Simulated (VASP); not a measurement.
Wanted: the native input for a VASP 6.6.1 run.

* Task: relaxation of cell and atoms
* Functional: PBE
* Potentials or basis: VASP PAW PBE potentials, release 64 (Ta_pv, Si)
* Cutoff: 600 eV
* k mesh: 13 × 13 × 12
* Occupations: fermi-dirac, width 0.05 eV
* Spin: no spin polarisation
* Target pressure: -0.95 GPa
* Dipole correction: no
* Further INCAR settings: ALGO = Normal; EDIFF = 1e-06; IBRION = 2; EDIFFG = -0.005; NSW = 32; ISIF = 3

The structure of TaSi (WC type) lies in POSCAR:

```
TaSi
1.0
    3.0513822132      0.0000000000      0.0000000000
   -1.5256911066      2.6425745132      0.0000000000
    0.0000000000      0.0000000000      4.0129111590
Ta Si
1 1
Direct
    0.0000000000      0.0000000000      0.0000000000
    0.3333333333      0.6666666667      0.5000000000
```

These files were run (other wordings do the same):

INCAR

```
PREC     = Accurate       # precision mode
ENCUT    = 600            # plane-wave cutoff, eV
EDIFF    = 1E-6           # SCF threshold, eV
ISMEAR   = -1             # smearing method
SIGMA    = 0.05           # smearing width, eV
LREAL    = F              # projectors in reciprocal space
LASPH    = T              # aspherical terms in the spheres
NELM     = 80             # most SCF steps
ALGO     = Normal         # electronic algorithm
ISIF     = 3              # what is computed and relaxed
LWAVE    = F              # write WAVECAR
LCHARG   = F              # write CHGCAR
GGA      = PE             # functional
IBRION   = 2              # ionic algorithm
NSW      = 32             # ionic steps
EDIFFG   = -0.005         # ionic threshold
PSTRESS  = -9.5
```

KPOINTS

```
Automatic mesh
0
Gamma
  13 13 12
```

Potentials or basis: VASP PAW PBE potentials, release 64 (Ta_pv, Si).

Command:

```sh
$ cat potpaw_PBE.64/Ta_pv/POTCAR potpaw_PBE.64/Si/POTCAR > POTCAR
$ mpirun -np 1 vasp_std > vasp.out
```

Results of the run:

```
Relaxed volume                                             : 16.19 Å³/atom
Relaxed cell                                               : a = 3.052 Å, b = 3.052 Å, c = 4.014 Å, α = 90.00°, β = 90.00°, γ = 120.00°
Space group after relaxing (to 0.1 Å)                      : P-6m2 (No. 187)
Energy change on relaxing (the run minimises the enthalpy) : +0.1 meV/atom
Ionic steps                                                : 3
Pressure after relaxing                                    : -1.0 GPa
Band gap on the k mesh                                     : zero (an odd number of electrons rules out a gap without spin polarisation)
```

Caveat: the cell is relaxed towards a set pressure, so the run minimises the enthalpy, not the energy; spin-orbit coupling is left out, which moves the levels of the heavy elements.

Run time: 110 s on 1 thread of Intel Xeon 8259CL, on a shared host, peak memory 0.21 GiB.
